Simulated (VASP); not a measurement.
# Ta (I4_1/amd) in VASP: a series of runs

The runs below take Ta through single point, with PBE.

Everything below comes from runs of VASP 6.6.1. Logs are shortened: lines on timing, memory, paths and dates and some standing lists are left out, and cuts for length are marked.

### 1 The cell of the first run

It takes space group I4_1/amd (No. 141, tetragonal). Conventional cell: a = 4.796 Å, b = 4.796 Å, c = 2.602 Å, α = 90.00°, β = 90.00°, γ = 90.00°. Within 3.3 Å of Ta (site symmetry -4m2) lie 10 Ta at 2.48 to 3.09 Å.

### 2 Single point, PBE (14.96 Å³/atom)

Contents of INCAR:

```
SYSTEM = Ta
ALGO = Normal
EDIFF = 1E-6
ENCUT = 520
GGA = PE
ISIF = 2
ISMEAR = -1
LASPH = .TRUE.
LCHARG = .FALSE.
LREAL = .FALSE.
LWAVE = .FALSE.
NBANDS = 18
NELM = 100
PREC = Accurate
SIGMA = 0.1
```

Contents of KPOINTS:

```
k-points
0
G
  17 17 17
  0 0 0
```

Contents of POSCAR:

```
Ta
1.0
   -2.3979977350      2.3979977350      1.3007788458
    2.3979977350     -2.3979977350      1.3007788458
    2.3979977350      2.3979977350     -1.3007788458
Ta
2
Direct
   -0.3750000000     -0.1250000000     -0.2500000000
    0.3750000000      0.1250000000      0.2500000000
```

Potentials or basis: VASP PAW PBE potentials, release 64 (Ta_pv).

Command:

```
$ cat potpaw_PBE.64/Ta_pv/POTCAR > POTCAR
$ mpirun -np 1 vasp_std > vasp.out
```

OUTCAR:

```text
SYSTEM = Ta
   EDIFF = 1E-6
   ENCUT = 520
   GGA = PE
   ISIF = 2
   ISMEAR = -1
   LASPH = .TRUE.
   LREAL = .FALSE.
   NELM = 100
   PREC = Accurate

 ion  position               nearest neighbor table
   1  0.625  0.875  0.750-   2 2.48   2 2.48   2 2.48   2 2.48   2 3.09   2 3.09   2 3.09   2 3.09

   2  0.375  0.125  0.250-   1 2.48   1 2.48   1 2.48   1 2.48   1 3.09   1 3.09   1 3.09   1 3.09

  LATTYP: Found a body centered tetragonal cell.
 ALAT       =     4.7959954700
 C/A-ratio  =     0.5424437341

  Lattice vectors:

 A1 = (  -2.3979977350,   2.3979977350,   1.3007788458)
 A2 = (   2.3979977350,  -2.3979977350,   1.3007788458)
 A3 = (   2.3979977350,   2.3979977350,  -1.3007788458)

Analysis of symmetry for initial positions (statically):
=====================================================================
 Subroutine PRICEL returns:
 Original cell was already a primitive cell.

 Routine SETGRP: Setting up the symmetry group for a
 body centered tetragonal supercell.

 Subroutine GETGRP returns: Found 16 space group operations
 (whereof  4 operations were pure point group operations)
 out of a pool of 16 trial point group operations.

The static configuration has the point symmetry C_2h.
 The point group associated with its full space group is D_4h.

Analysis of symmetry for dynamics (positions and initial velocities):
=====================================================================
 Subroutine PRICEL returns:
 Original cell was already a primitive cell.

 Routine SETGRP: Setting up the symmetry group for a
 body centered tetragonal supercell.

 Subroutine GETGRP returns: Found 16 space group operations
 (whereof  4 operations were pure point group operations)
 out of a pool of 16 trial point group operations.

The dynamic configuration has the point symmetry C_2h.
 The point group associated with its full space group is D_4h.

 Subroutine INISYM returns: Found 16 space group operations
 (whereof  4 operations are pure point group operations),
 and found     1 'primitive' translations

----------------------------------------------------------------------------------------

                                     Primitive cell

  volume of cell :      29.9200

  direct lattice vectors                    reciprocal lattice vectors
    -2.397997735  2.397997735  1.300778846     0.000000000  0.208507286  0.384385095
     2.397997735 -2.397997735  1.300778846     0.208507286  0.000000000  0.384385095
     2.397997735  2.397997735 -1.300778846     0.208507286  0.208507286  0.000000000

  length of vectors
     3.632191058  3.632191058  3.632191058     0.437295312  0.437295312  0.294873832

  position of ions in fractional coordinates (direct lattice)
     0.625000000  0.875000000  0.750000000
     0.375000000  0.125000000  0.250000000

  ion indices of the primitive-cell ions
   primitive index   ion index
                 1           1
                 2           2

----------------------------------------------------------------------------------------

 KPOINTS: k-points

Automatic generation of k-mesh.
 Grid dimensions read from file:
 generate k-points for:   17   17   17

 Generating k-lattice:

  Cartesian coordinates                     Fractional coordinates (reciprocal lattice)
     0.000000000  0.012265134  0.022610888     0.058823529 -0.000000000  0.000000000
     0.012265134  0.000000000  0.022610888    -0.000000000  0.058823529  0.000000000
     0.012265134  0.012265134  0.000000000     0.000000000  0.000000000  0.058823529

  Length of vectors
     0.025723254  0.025723254  0.017345520

  Shift w.r.t. Gamma in fractional coordinates (k-lattice)
     0.000000000  0.000000000  0.000000000

 Subroutine IBZKPT returns following result:
 ===========================================

 Found    405 irreducible k-points:

 Following reciprocal coordinates:
            Coordinates               Weight
  0.000000  0.000000  0.000000      1.000000
  0.058824  0.000000 -0.000000      8.000000
  0.117647 -0.000000  0.000000      8.000000
  0.176471  0.000000 -0.000000      8.000000
  0.235294 -0.000000  0.000000      8.000000
  0.294118 -0.000000  0.000000      8.000000
[... 16 lines left out ...]
 -0.176471  0.058824  0.000000     16.000000
 -0.117647  0.058824 -0.000000     16.000000
 [... further k-points ...]
   k-points           NKPTS =    405   k-points in BZ     NKDIM =    405   number of bands    NBANDS=     18
   number of dos      NEDOS =    301   number of ions     NIONS =      2
   total plane-waves  NPLWV =  21952
   dimension x,y,z NGX =    28 NGY =   28 NGZ =   28
   dimension x,y,z NGXF=    56 NGYF=   56 NGZF=   56
   ions per type =               2
   NGX,Y,Z   is equivalent  to a cutoff of  12.82, 12.82, 12.82 a.u.
   NGXF,Y,Z  is equivalent  to a cutoff of  25.63, 25.63, 25.63 a.u.
 SYSTEM =  Ta
   PREC   = accura    normal or accurate (medium, high low for compatibility)
   ISTART =      0    job   : 0-new  1-cont  2-samecut
   ICHARG =      2    charge: 1-file 2-atom 10-const
   ISPIN  =      1    spin polarized calculation?
   LNONCOLLINEAR =      F non collinear calculations
   LSORBIT =      F    spin-orbit coupling
   LASPH  =      T    aspherical Exc in radial PAW
   ENCUT  =  520.0 eV  38.22 Ry    6.18 a.u.   6.75  6.75  6.75*2*pi/ulx,y,z
   NELM   =    100;   NELMIN=  2; NELMDL= -5     # of ELM steps
   EDIFF  = 0.1E-05   stopping-criterion for ELM
   LREAL  =      F    real-space projection
[... 7 lines left out ...]
   TEBEG  =    0.0;   TEEND  =   0.0 temperature during run
   PSTRESS=    0.0 pullay stress
   NELECT =      22.0000    total number of electrons
   NUPDOWN=      -1.0000    fix difference up-down
   EMIN   =  10.00;   EMAX   =-10.00  energy-range for DOS
   EFERMI =   0.00;   METHOD = LEGACY
   ISMEAR =    -1;   SIGMA  =   0.10  broadening in eV -4-tet -1-fermi 0-gaus
   EFERMI_NEDOS =   21; number of points for ismear=-14 and -15
   IALGO  =     38    algorithm
   IMIX   =      4    mixing-type and parameters
     AMIX     =   0.40;   BMIX     =  1.00
     AMIX_MAG =   1.60;   BMIX_MAG =  1.00
  volume/ion in A,a.u.               =      14.96       100.95
  Fermi-wavevector in a.u.,A,eV,Ry     =   1.477618  2.792292 29.706332  2.183354
  Thomas-Fermi vector in A             =   2.592000
   LORBIT       =      0    0 simple, 1 ext, 2 COOP (PROOUT), +10 PAW based schemes
   GGA     = PE    functional components
   LHFCALC =     F    Hartree Fock is set to
   AEXX    =    0.0000 exact exchange contribution
   IVDW    =     0    specifies the selected vdW correction
   LEPSILON=     F    determine dielectric tensor
   LRPA    =     F    only Hartree local field effects (RPA)
 non-spin polarized calculation
  energy-cutoff  :      520.00
  volume of cell :       29.92
 maximum number of plane-waves:       817
   NGX = 13   NGY = 13   NGZ = 13

 number of electron      22.0000001 magnetization

 Free energy of the ion-electron system (eV)
  ---------------------------------------------------
  ext. energy  EPLUGINS =         0.00000000
  ---------------------------------------------------
  free energy    TOTEN  =       -20.38050582 eV

  energy without entropy =      -20.32302282  energy(sigma->0) =      -20.35176432

 E-fermi :   7.6553     XC(G=0): -13.5234

 val. band max:        7.6547200480   @ k =  -0.2353   0.4118   0.1176
 cond. band min:       7.6571991219   @ k =  -0.1176   0.4118   0.1176
 fundamental gap:      0.0024790740
 Fermi energy:         7.6553263735

 k-point     1 :       0.0000    0.0000    0.0000
  band No.  band energies     occupation
      1     -27.4204      2.00000
      2     -27.4204      2.00000
      3     -25.2585      2.00000
      4     -25.2295      2.00000
      5     -25.1701      2.00000
      6     -25.1701      2.00000
[... 10 lines left out ...]
     17      15.8962      0.00000
     18      16.0759      0.00000

 k-point     2 :       0.0588    0.0000   -0.0000
  band No.  band energies     occupation
      1     -27.4143      2.00000
      2     -27.3922      2.00000
      3     -25.3438      2.00000
      4     -25.3058      2.00000
      5     -25.1724      2.00000
      6     -25.1657      2.00000
[... 10 lines left out ...]
     17      15.9763      0.00000
     18      16.1929      0.00000

 k-point     3 :       0.1176   -0.0000    0.0000
  band No.  band energies     occupation
      1     -27.3966      2.00000
      2     -27.3120      2.00000
      3     -25.5611      2.00000
      4     -25.5090      2.00000
      5     -25.2122      2.00000
      6     -25.1530      2.00000
[... 10 lines left out ...]
     17      16.1370      0.00000
     18      17.2611      0.00000

 k-point     4 :       0.1765    0.0000   -0.0000
  band No.  band energies     occupation
      1     -27.3693      2.00000
      2     -27.1940      2.00000
      3     -25.8829      2.00000
      4     -25.7800      2.00000
      5     -25.2899      2.00000
      6     -25.1341      2.00000
[... 375 lines left out ...]
      4     -25.7684      2.00000
      5     -25.3767      2.00000
      6     -25.1353      2.00000
[... 10 lines left out ...]
     17      16.1372      0.00000
     18      18.3651      0.00000

 k-point    23 :      -0.1765    0.0588    0.0000
  band No.  band energies     occupation
      1     -27.3977      2.00000
      2     -27.2309      2.00000
      3     -25.6397      2.00000
      4     -25.5051      2.00000
      5     -25.2665      2.00000
      6     -25.1503      2.00000
[... 10 lines left out ...]
     17      15.5952      0.00000
     18      16.9523      0.00000

 k-point    24 :      -0.1176    0.0588   -0.0000
  band No.  band energies     occupation
      1     -27.4083      2.00000
      2     -27.3426      2.00000
      3     -25.4177      2.00000
      4     -25.3067      2.00000
      5     -25.2117      2.00000
      6     -25.1424      2.00000
[... 10 lines left out ...]
     17      15.6762      0.00000
     18      15.8955      0.00000

 [... further k-points ...]

------------------------ aborting loop because EDIFF is reached ----------------------------------------

  FORCE on cell =-STRESS in cart. coord.  units (eV):
  Direction    XX          YY          ZZ          XY          YZ          ZX
  --------------------------------------------------------------------------------------
  -------------------------------------------------------------------------------------
  Total       13.9023154     13.9023154     13.8450362      0.0000000     -0.0000000     -0.0000000
  in kB      744.4520447    744.4520447    741.3848133      0.0000000     -0.0000000     -0.0000000
  external PRESSURE =     743.4296342 kB  Pullay stress =       0.0000000 kB

 VOLUME and BASIS-vectors are now :
 -----------------------------------------------------------------------------
  energy-cutoff  :      520.00
  volume of cell :       29.92
      direct lattice vectors                 reciprocal lattice vectors
    -2.397997735  2.397997735  1.300778846     0.000000000  0.208507286  0.384385095
     2.397997735 -2.397997735  1.300778846     0.208507286  0.000000000  0.384385095
     2.397997735  2.397997735 -1.300778846     0.208507286  0.208507286  0.000000000

 POSITION                                       TOTAL-FORCE (eV/Angst)
 -----------------------------------------------------------------------------------
      2.39800      1.19900      0.97558        -0.000000     -0.000000      0.000000
      0.00000      1.19900      0.32519         0.000000      0.000000     -0.000000
 -----------------------------------------------------------------------------------
    total drift:                                0.000000      0.000000     -0.000000

  FREE ENERGIE OF THE ION-ELECTRON SYSTEM (eV)
  ---------------------------------------------------
  free  energy   TOTEN  =       -20.3805058186 eV

  energy  without entropy=      -20.3230228238  energy(sigma->0) =      -20.35176432
```

It took 5.2 min on 1 thread of AMD EPYC 7R13, shared host; peak memory 0.27 GiB.

What came out:

| Property | Result |
| --- | --- |
| Free energy | -20.3805 eV |
| Pressure | 74.3 GPa |
| Band gap on the k mesh | zero (bands 11 and 12 overlap by 1.62 eV) |

Stress tensor (GPa, compression positive):
```
74.45  0.00  0.00
 0.00 74.45  0.00
 0.00  0.00 74.14
```

Levels at points of the mesh, in eV from the Fermi level:
| k point | band 7 | band 8 | band 9 | band 10 | band 11 | band 12 | band 13 | band 14 | band 15 | band 16 |
| --- | --- | --- | --- | --- | --- | --- | --- | --- | --- | --- |
| (0.00, 0.00, 0.00) | -8.96 | -6.39 | -3.50 | -3.08 | -1.79 | 3.48 | 3.48 | 3.70 | 3.70 | 8.24 |

Caveat: the cell stands under pressure; spin-orbit coupling is left out, which moves the levels of the heavy elements.

### 3 Single point, PBE (10.24 Å³/atom)

This run uses another cell than the first one, of 10.24 Å³/atom.

Contents of INCAR:

```
SYSTEM = Ta
PREC     = Accurate       ! precision mode
ENCUT    = 520            ! plane-wave cutoff, eV
EDIFF    = 1E-7           ! SCF threshold, eV
ISMEAR   = -1             ! smearing method
SIGMA    = 0.1            ! smearing width, eV
LREAL    = .False.        ! projectors in reciprocal space
LASPH    = .True.         ! aspherical terms in the spheres
NELM     = 100            ! most SCF steps
ALGO     = Normal         ! electronic algorithm
ISIF     = 2              ! what is computed and relaxed
LWAVE    = .False.        ! write WAVECAR
LCHARG   = .False.        ! write CHGCAR
GGA      = PE             ! functional
NBANDS   = 18             ! bands
```

Contents of KPOINTS:

```
regular mesh
0
Gamma
  17 17 17
  0 0 0
```

Contents of POSCAR:

```
Ta
1.0
   -2.1084615849      2.1084615849      1.1512227634
    2.1084615849     -2.1084615849      1.1512227634
    2.1084615849      2.1084615849     -1.1512227634
Ta
2
Direct
   -0.3750000000     -0.1250000000     -0.2500000000
    0.3750000000      0.1250000000      0.2500000000
```

Potentials or basis: VASP PAW PBE potentials, release 64 (Ta_pv).

Command:

```
$ cat potpaw_PBE.64/Ta_pv/POTCAR > POTCAR
$ mpirun -np 1 vasp_std > vasp.out
```

Wall time 42 s (1 thread of Intel Xeon 6975P-C (Granite Rapids), shared host); peak memory 0.23 GiB.

The run converged. Its results:

```yaml
Free_energy: -9.2779 eV
Pressure: 381.2 GPa
Band_gap_on_the_k_mesh: zero (bands 11 and 12 overlap by 3.05 eV)
```

Stress tensor (GPa, compression positive):
```
381.12   0.00   0.00
  0.00 381.12   0.00
  0.00   0.00 381.39
```

Levels at points of the mesh, in eV from the Fermi level:
```
           k point  band 7  band 8  band 9  band 10  band 11  band 12  band 13  band 14  band 15  band 16
(0.00, 0.00, 0.00)  -10.93   -9.93   -5.99    -5.02    -3.69     3.36     3.36     4.00     4.00    12.60
```

Caveat: the cell stands under pressure; spin-orbit coupling is left out, which moves the levels of the heavy elements.

### 4 Single point, PBE (10.24 Å³/atom)

This run uses another cell than the first one, of 10.24 Å³/atom.

Contents of INCAR:

```
  PREC = Accurate
  ENCUT = 520
  EDIFF = 1E-7
  ISMEAR = -1
  SIGMA = 0.1
  LREAL = False
  LASPH = True
  NELM = 100
  ALGO = Normal
  ISIF = 2
  LWAVE = False
  LCHARG = False
  GGA = PE
  NBANDS = 18
```

Contents of KPOINTS:

```
regular mesh
0
Gamma
  17 17 17
```

POSCAR is that of step 3.

Potentials or basis: VASP PAW PBE potentials, release 64 (Ta_pv).

Command:

```
$ cat potpaw_PBE.64/Ta_pv/POTCAR > POTCAR
$ mpirun -np 1 vasp_std > vasp.out
```

OUTCAR:

```text
PREC = Accurate
   ENCUT = 520
   EDIFF = 1E-7
   ISMEAR = -1
   LREAL = False
   LASPH = True
   NELM = 100
   ISIF = 2
   GGA = PE

 ion  position               nearest neighbor table
   1  0.625  0.875  0.750-   2 2.19   2 2.19   2 2.19   2 2.19   2 2.73   2 2.73   2 2.73   2 2.73
                             2 3.57   2 3.57
   2  0.375  0.125  0.250-   1 2.19   1 2.19   1 2.19   1 2.19   1 2.73   1 2.73   1 2.73   1 2.73
                             1 3.57   1 3.57

  LATTYP: Found a body centered tetragonal cell.
 ALAT       =     4.2169231698
[... 697 lines left out ...]

  FORCE on cell =-STRESS in cart. coord.  units (eV):
  Direction    XX          YY          ZZ          XY          YZ          ZX
  --------------------------------------------------------------------------------------
  -------------------------------------------------------------------------------------
  Total       48.6965377     48.6965377     48.7308316      0.0000000      0.0000000     -0.0000000
  in kB     3811.1664933   3811.1664933   3813.8504555      0.0000000      0.0000000     -0.0000000
  external PRESSURE =    3812.0611474 kB  Pullay stress =       0.0000000 kB

 VOLUME and BASIS-vectors are now :
 -----------------------------------------------------------------------------
  energy-cutoff  :      520.00
  volume of cell :       20.47
      direct lattice vectors                 reciprocal lattice vectors
    -2.108461585  2.108461585  1.151222763     0.000000000  0.237139725  0.434320807
     2.108461585 -2.108461585  1.151222763     0.237139725  0.000000000  0.434320807
     2.108461585  2.108461585 -1.151222763     0.237139725  0.237139725  0.000000000

 POSITION                                       TOTAL-FORCE (eV/Angst)
 -----------------------------------------------------------------------------------
      2.10846      1.05423      0.86342        -0.000000      0.000000     -0.000000
      0.00000      1.05423      0.28781         0.000000     -0.000000      0.000000
 -----------------------------------------------------------------------------------
    total drift:                               -0.000000      0.000000      0.000000

  FREE ENERGIE OF THE ION-ELECTRON SYSTEM (eV)
  ---------------------------------------------------
  free  energy   TOTEN  =        -9.2778604293 eV

  energy  without entropy=       -9.2475713145  energy(sigma->0) =       -9.26271587
```

stdout:

```text
POSCAR found type information on POSCAR Ta
 POSCAR found :  1 types and       2 ions
 scaLAPACK will be used
 LDA part: xc-table for (Slater+PW92), standard interpolation
 POSCAR, INCAR and KPOINTS ok, starting setup
 FFT: planning ... GRIDC
 FFT: planning ... GRID_SOFT
 FFT: planning ... GRID
 WAVECAR not read
 entering main loop
```

It took 40 s on 1 thread of Intel Xeon 6975P-C (Granite Rapids), shared host; peak memory 0.24 GiB.

Results:

* Free energy: -9.2779 eV
* Pressure: 381.2 GPa
* Band gap on the k mesh: zero (bands 11 and 12 overlap by 3.05 eV)

Stress tensor (GPa, compression positive):
```
381.12   0.00   0.00
  0.00 381.12   0.00
  0.00   0.00 381.39
```

Levels at points of the mesh, in eV from the Fermi level:
```
           k point  band 7  band 8  band 9  band 10  band 11  band 12  band 13  band 14  band 15  band 16
(0.00, 0.00, 0.00)  -10.93   -9.93   -5.99    -5.02    -3.69     3.36     3.36     4.00     4.00    12.60
```

Caveat: the cell stands under pressure; spin-orbit coupling is left out, which moves the levels of the heavy elements.
